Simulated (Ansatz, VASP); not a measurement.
In3Se: VASP beside Ansatz

INCAR

```
SYSTEM = In3Se
  ALGO = Normal
  EDIFF = 1E-7
  ENCUT = 520
  GGA = PE
  ISIF = 2
  ISMEAR = 0
  LASPH = .True.
  LCHARG = .False.
  LREAL = .False.
  LWAVE = .False.
  NBANDS = 30
  NELM = 100
  PREC = Accurate
  SIGMA = 0.1
```

KPOINTS

```
k-points
0
Gamma
  12 12 12
  0 0 0
```

POSCAR

```
In3Se
1.0
   -2.9104405730      2.9104405730      2.9104405730
    2.9104405730     -2.9104405730      2.9104405730
    2.9104405730      2.9104405730     -2.9104405730
In Se
3 1
Direct
    0.0000000000      0.5000000000      0.5000000000
    0.5000000000      0.0000000000      0.5000000000
    0.5000000000      0.5000000000      0.0000000000
    0.0000000000      0.0000000000      0.0000000000
```

Input for Ansatz:

```yaml
crystal:
  lattice:
    - [-2.910440573, 2.910440573, 2.910440573]
    - [2.910440573, -2.910440573, 2.910440573]
    - [2.910440573, 2.910440573, -2.910440573]
  atoms:
    - { symbol: In, position: [0.0, 0.5, 0.5] }
    - { symbol: In, position: [0.5, 0.0, 0.5] }
    - { symbol: In, position: [0.5, 0.5, 0.0] }
    - { symbol: Se, position: [0.0, 0.0, 0.0] }
basis:
  ecutwfc: 420
kpoints:
  mp_grid: { grid: [12, 12, 12] }
hamiltonian:
  xc: pbe
scf:
  occupations: { method: gaussian, width: 0.1 }
output:
  forces: true
  stress: true
  eigenvalues: true
```

Alike in both runs: task single point; functional PBE; k mesh 12 × 12 × 12; occupations gaussian, width 0.1 eV; no spin polarisation.

|  | VASP | Ansatz |
| --- | --- | --- |
| version | VASP 6.6.1 | Ansatz 0.2.0 |
| potentials or method | VASP PAW PBE potentials, release 64 (In_d, Se), cutoff 520 eV | scalar-relativistic, plane waves, PAW |
| valence electrons in the cell | 45 | 55 |

|  | VASP | Ansatz | Ansatz less VASP |
| --- | --- | --- | --- |
| gap on the k mesh at the Fermi level (eV) | none | none | - |
| pressure (GPa) | 6.2 | 6.2 | -0.01 |

A gap of «none» marks a metal or a gap that the smearing closes. The functional is the same, so the differences come from potentials, cutoffs and numerics. VASP's potentials hold 45 valence electrons a cell and Ansatz's 55, so a difference there can come from the potentials and not from the codes.
